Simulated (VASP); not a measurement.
Wanted: the native input for a VASP 6.6.1 run.

| Item | Value |
| --- | --- |
| Task | single point |
| Functional | PBE |
| Dispersion | D3(BJ) |
| Potentials or basis | VASP PAW PBE potentials, release 64 (Al, O) |
| Cutoff | 520 eV |
| k mesh | 9 × 9 × 4 |
| Occupations | gaussian, width 0.05 eV |
| Spin | no spin polarisation |
| Dipole correction | no |
| Further INCAR settings | ALGO = Normal; EDIFF = 1e-06; NBANDS = 20 |

The structure of Al2O3 lies in POSCAR:

```
Al2O3
1.0
    2.8414820084      0.0000000000      0.0000000000
   -1.4207410042      2.4607956037      0.0000000000
    0.0000000000      0.0000000000      7.2308043812
Al O
2 3
Direct
    0.0000000000      0.0000000000      0.1907358529
    0.0000000000      0.0000000000      0.8092641471
    0.3333333333      0.6666666667      0.2635340166
    0.6666666667      0.3333333333      0.0000000000
    0.3333333333      0.6666666667      0.7364659834
```

This cell differs from its parent crystal: atoms shifted along a free coordinate.

One way to write it, as run:

INCAR

```
PREC     = Accurate       # precision mode
ENCUT    = 520            # plane-wave cutoff, eV
EDIFF    = 1E-6           # SCF threshold, eV
ISMEAR   = 0              # smearing method
SIGMA    = 0.05           # smearing width, eV
LREAL    = False          # projectors in reciprocal space
LASPH    = True           # aspherical terms in the spheres
NELM     = 80             # most SCF steps
ALGO     = Normal         # electronic algorithm
ISIF     = 2              # what is computed and relaxed
LWAVE    = False          # write WAVECAR
LCHARG   = False          # write CHGCAR
GGA      = PE             # functional
IVDW     = 12             # dispersion correction
NBANDS   = 20             # bands
```

KPOINTS

```
regular mesh
0
Gamma
  9 9 4
```

Potentials or basis: VASP PAW PBE potentials, release 64 (Al, O).

Run with:

```bash
$ cat potpaw_PBE.64/Al/POTCAR potpaw_PBE.64/O/POTCAR > POTCAR
$ mpirun -np 1 vasp_std > vasp.out
```

It gave:

The pressure is 18.4 GPa and the largest force is 3.076 eV/Å. The band gap on the k mesh is 5.08 eV (least direct gap 5.33 eV). The dispersion energy per atom is -0.201 eV.

Caveat: the cell differs from its parent crystal (atoms shifted along a free coordinate); the cell stands under pressure; an odd mesh through Γ misses points on the zone boundary, where band edges can lie; forces of over 1 eV/Å act on the atoms, so gaps and moduli don't describe the material at rest.

It took 42 s on 1 thread of Intel Xeon 8259CL, on a shared host, peak memory 0.2 GiB.
